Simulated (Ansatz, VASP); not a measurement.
MgB2: VASP beside Ansatz

```
Mg B
1.0
     2.84951    0.00000    0.00000
     0.00000    2.84951    0.00000
     0.00000    0.00000    3.92498
Mg B
1 2
Direct
  0.00000 0.00000 0.50000
  0.00000 0.50000 0.00000
  0.50000 0.00000 0.00000
```

Change from the starting cell: species swapped into the In2Ag type (I4/mcm, No. 140).

Alike in both runs: functional PBE; k mesh 16 × 16 × 12; occupations gaussian, width 0.1 eV; no spin polarisation.

Ansatz relaxed the structure, and its values are those at the end. VASP's run is a single point on that final structure, the one shown.

|  | VASP | Ansatz |
| --- | --- | --- |
| version | VASP 6.6.1 | Ansatz 0.2.0 |
| potentials or method | VASP PAW PBE potentials, release 64 (Mg, B), cutoff 520 eV | scalar-relativistic, plane waves, PAW |
| valence electrons in the cell | 8 | 16 |

|  | VASP | Ansatz | Ansatz less VASP |
| --- | --- | --- | --- |
| gap on the k mesh at the Fermi level (eV) | none | none | - |
| pressure (GPa) | -0.1 | 0.0 | +0.09 |

A gap of «none» marks a metal or a gap that the smearing closes. VASP's potentials hold 8 valence electrons a cell and Ansatz's 16, so a difference there can come from the potentials and not from the codes.
